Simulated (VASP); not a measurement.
Rb, 2 atoms in the cell. Symmetry: P6_3/mmc, No. 194, hexagonal system. Conventional cell: a = 4.622 Å, b = 4.622 Å, c = 7.597 Å, α = 90.00°, β = 90.00°, γ = 120.00°.  This cell differs from its parent crystal: volume scaled by 0.9.

```yaml
Program: VASP 6.6.1
Task: single point
Functional: LDA
Potentials_or_basis: VASP PAW LDA potentials, release 64 (Rb_sv)
Cutoff: 520 eV
k_mesh: 9 × 9 × 5
Occupations: fermi-dirac, width 0.1 eV
Spin: no spin polarisation
Dipole_correction: no
Further_INCAR_settings: ALGO = Normal; EDIFF = 1e-06; NBANDS = 16
```

Potentials or basis: VASP PAW LDA potentials, release 64 (Rb_sv).

Launch:

```bash
$ cat potpaw_LDA.64/Rb_sv/POTCAR > POTCAR
$ mpirun -np 1 vasp_std > vasp.out
```

Hardware: 1 thread of Intel(R) Xeon(R) Platinum 8488C (Sapphire Rapids), on a shared host.

Task: Estimate the wall time of this run.

Result: It took 37 s on 1 thread of Intel(R) Xeon(R) Platinum 8488C (Sapphire Rapids), on a shared host, peak memory 0.22 GiB. Counts: scf iterations 11, k points 36.
